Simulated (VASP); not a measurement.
Runs of VASP 6.6.1 on AlN (rocksalt type). The structure is that of space group Fm-3m (No. 225), or close to it. The cells are those of the table. 

| task | cell | cutoff (eV) | gap on the mesh (eV) | pressure (GPa) |
| --- | --- | --- | --- | --- |
| single point | a = 2.741 Å, angles 60.0°, 2 atoms | 520 | 4.91 | 43.2 |
| single point | a = 2.344 Å, angles 60.0°, 2 atoms | 520 | (b) | 503.7 |
| single point | a = 2.860 Å, angles 60.0°, 2 atoms | 520 | 4.60 | -0.1 |
| single point | a = 2.655 Å, angles 60.0°, 2 atoms | 520 | 4.67 | 91.1 |
| single point | a = 2.802 Å, angles 60.0°, 2 atoms | 520 | 5.06 | 18.3 |
| relaxation of cell and atoms | relaxed from a = 3.047 Å, angles 60.0°, 2 atoms | 600 | 4.61 | 0.0 |
| single point | a = 2.564 Å, angles 60.0°, 2 atoms | 520 | 4.33 | 164.8 |
| single point | a = 2.465 Å, angles 60.0°, 2 atoms | 520 | 3.85 | (a) |

Alike in all rows: level PBEsol; potentials or basis VASP PAW PBE potentials, release 64 (Al, N); no spin polarisation; k mesh 17 × 17 × 17; smearing fermi-dirac 0.1 eV.

Q: Estimate the missing entries.

A: (a) 281.2; (b) 3.08.

Caveats: the PAW data sets were made with another functional, which shifts forces and pressure a little.

A k mesh can miss the band edges.
